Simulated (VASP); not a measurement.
Be2C:

```xyz
3
Lattice="0.0000 2.1650 2.1650 2.1650 0.0000 2.1650 2.1650 2.1650 0.0000" Properties=species:S:1:pos:R:3 pbc="T T T"
Be    1.0825    1.0825    1.0825
Be    3.2475    3.2475    3.2475
C     0.0000    0.0000    0.0000
```

Base run:

```yaml
Program: VASP 6.6.1
Functional: PBE
Potentials_or_basis: VASP PAW PBE potentials, release 64 (Be, C)
Cutoff: 600 eV
k_mesh: 6 × 6 × 6
Occupations: gaussian, width 0.05 eV
Spin: no spin polarisation
```

Its results: band gap on the k mesh 1.15 eV (least direct gap 4.12 eV); pressure 0.0 GPa.

After a change of settings the same cell gave: band gap on the k mesh 2.83 eV (least direct gap 6.13 eV); pressure -3.2 GPa. Which change was it?
A. functional from PBE to PBE-based global hybrid with 10 % exact exchange; cutoff from 600 eV to 520 eV
B. functional from PBE to r2SCAN0; cutoff from 600 eV to 580 eV
C. functional from PBE to PBE-based screened hybrid with 20 % exact exchange; cutoff from 600 eV to 520 eV
D. functional from PBE to HSE06; cutoff from 600 eV to 520 eV

B.

Caveats: the cell stands under tension (at least some runs); the PAW data sets were made with another functional, which shifts forces and pressure a little (at least some runs).
